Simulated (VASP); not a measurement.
Input of a VASP 6.6.1 run:

The input INCAR:

```
SYSTEM = TaN
PREC     = Accurate       ! precision mode
ENCUT    = 600            ! plane-wave cutoff, eV
EDIFF    = 1E-6           ! SCF threshold, eV
ISMEAR   = 0              ! smearing method
SIGMA    = 0.1            ! smearing width, eV
LREAL    = .FALSE.        ! projectors in reciprocal space
LASPH    = .TRUE.         ! aspherical terms in the spheres
NELM     = 60             ! most SCF steps
ALGO     = Normal         ! electronic algorithm
ISIF     = 3              ! what is computed and relaxed
LWAVE    = .FALSE.        ! write WAVECAR
LCHARG   = .FALSE.        ! write CHGCAR
GGA      = PE             ! functional
IVDW     = 12             ! dispersion correction
IBRION   = 2              ! ionic algorithm
NSW      = 100            ! ionic steps
EDIFFG   = -0.005         ! ionic threshold
```

File KPOINTS:

```
regular mesh
0
G
  18 18 14
  0 0 0
```

Contents of POSCAR:

```
TaN
1.0
    2.9379988584      0.0000000000      0.0000000000
   -1.4689994292      2.5443816477      0.0000000000
    0.0000000000      0.0000000000      2.8830000000
Ta N
1 1
Direct
    0.3333333333      0.6666666667      0.5000000000
    0.0000000000      0.0000000000      0.0000000000
```

Potentials or basis: VASP PAW PBE potentials, release 64 (Ta_pv, N).

The run is started by

```sh
$ cat potpaw_PBE.64/Ta_pv/POTCAR potpaw_PBE.64/N/POTCAR > POTCAR
$ mpirun -np 1 vasp_std > vasp.out
```

Question: Estimate the dispersion energy per atom.

Answer: -0.468 eV.

Question: Predict the band gap on the k mesh.

Answer: Zero (bands 8 and 9 overlap by 0.29 eV).

Question: Estimate the relaxed volume.

Answer: 10.72 Å³/atom.

Question: Estimate the space group after relaxing (to 0.1 Å).

Answer: P-6m2 (No. 187).

The path:
| step | energy change (eV) | largest force (eV/Å) | pressure (GPa) | volume (Å³) |
| --- | --- | --- | --- | --- |
| 1 | 0.0000 | 0.0000 | -1.85 | 21.55 |
| 2 | 0.0030 | 0.0000 | 4.55 | 21.17 |
| 3 | -0.0008 | 0.0000 | 0.13 | 21.43 |
| 4 | -0.0008 | 0.0000 | -0.13 | 21.44 |
| 5 | -0.0008 | 0.0000 | 0.03 | 21.43 |
| 6 | -0.0008 | 0.0000 | -0.01 | 21.43 |

Caveat: spin-orbit coupling is left out, which moves the levels of the heavy elements.
